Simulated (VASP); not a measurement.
Runs of VASP 6.6.1 on SiC. The structure is that of space group Cm (No. 8), or close to it. The cells are those of the table. 

```csv
cell,gap on the mesh (eV),pressure (GPa),largest force (eV/Å)
"a = 3.092, b = 3.092, c = 10.158 Å, angles 92.2, 87.8, 120.0°, 8 atoms",2.28,-0.4,1.25
"a = 3.092, b = 3.092, c = 10.390 Å, angles 100.7, 79.3, 120.0°, 8 atoms",(c),(b),0.71
"a = 3.092, b = 3.092, c = 10.618 Å, angles 104.8, 75.2, 120.0°, 8 atoms",0.23,-0.5,1.72
"a = 3.092, b = 3.092, c = 10.236 Å, angles 96.5, 83.5, 120.0°, 8 atoms",(a),-1.9,1.47
"a = 3.092, b = 3.092, c = 10.914 Å, angles 108.6, 71.4, 120.0°, 8 atoms",0.58,-0.4,2.48
```

Alike in all rows: task single point; level PBE; potentials or basis VASP PAW PBE potentials, release 64 (Si, C); no spin polarisation; k mesh 10 × 10 × 3; cutoff (eV) 520; smearing gaussian 0.05 eV.

Problem. Fill in the values left out.

Solution. (a) 0.35; (b) -2.1; (c) 0.43.

Caveats: forces of over 1 eV/Å act on the atoms, so gaps and moduli don't describe the material at rest (at least some runs); semilocal functionals underestimate gaps, and a narrow one can read as zero (at least some runs); the stress differs along the axes, from -6 to 3 GPa (at least some runs); the stress differs along the axes, from -7 to 8 GPa (at least some runs); the stress differs along the axes, from -6 to 2 GPa (at least some runs); the stress differs along the axes, from -6 to 8 GPa (at least some runs).

A k mesh can miss the band edges.
